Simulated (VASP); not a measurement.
Here is a VASP 6.6.1 calculation.

File INCAR:

```
SYSTEM = MnO
PREC = Accurate ; ENCUT = 700
EDIFF = 1E-6 ; ISMEAR = -1
SIGMA = 0.03 ; LREAL = .FALSE.
LASPH = .TRUE. ; NELM = 200
ALGO = Normal ; ISIF = 2
LWAVE = .FALSE. ; LCHARG = .TRUE.
ISPIN = 2 ; MAGMOM = 0.45 0
LORBIT = 11 ; LMAXMIX = 4
LDAU = .TRUE. ; LDAUTYPE = 2
LDAUL = 2 -1 ; LDAUU = 2.7 0
LDAUJ = 0 0 ; LDAUPRINT = 1
GGA = PE ; LELF = .TRUE.
LVHAR = .TRUE. ; NBANDS = 22
GGA_COMPAT = .FALSE.
```

Contents of KPOINTS:

```
regular mesh
0
G
  9 9 9
  0 0 0
```

Contents of POSCAR:

```
MnO
1.0
    0.0000000000      2.2050000000      2.2050000000
    2.2050000000      0.0000000000      2.2050000000
    2.2050000000      2.2050000000      0.0000000000
Mn O
1 1
Direct
    0.0000000000      0.0000000000      0.0000000000
    0.5000000000      0.5000000000      0.5000000000
```

Potentials or basis: VASP PAW PBE potentials, release 64 (Mn_sv, O).

The run is started by

```console
$ cat potpaw_PBE.64/Mn_sv/POTCAR potpaw_PBE.64/O/POTCAR > POTCAR
$ mpirun -np 1 vasp_std > vasp.out
```

Task: Predict the pressure.

Result: 10.2 GPa.

Task: Predict the band gap on the k mesh.

Result: Zero (filled and empty bands overlap).

Task: What does it give for the site moments?

Result: Mn +4.44; O +0.20 μB.

Task: Estimate the net moment.

Result: 5.00 μB per cell.

Eigenvalues of the final occupation matrices:
```
    site  spin  trace               eigenvalues
site 1 d     1   4.59  0.90 0.90 0.90 0.94 0.94
site 1 d     2   0.17  0.02 0.02 0.02 0.06 0.06
```

Caveat: the cell stands under pressure; a cell with one magnetic atom can't hold antiferromagnetic order, which such compounds often take. The state reached can hang on the start; a lower one may exist.
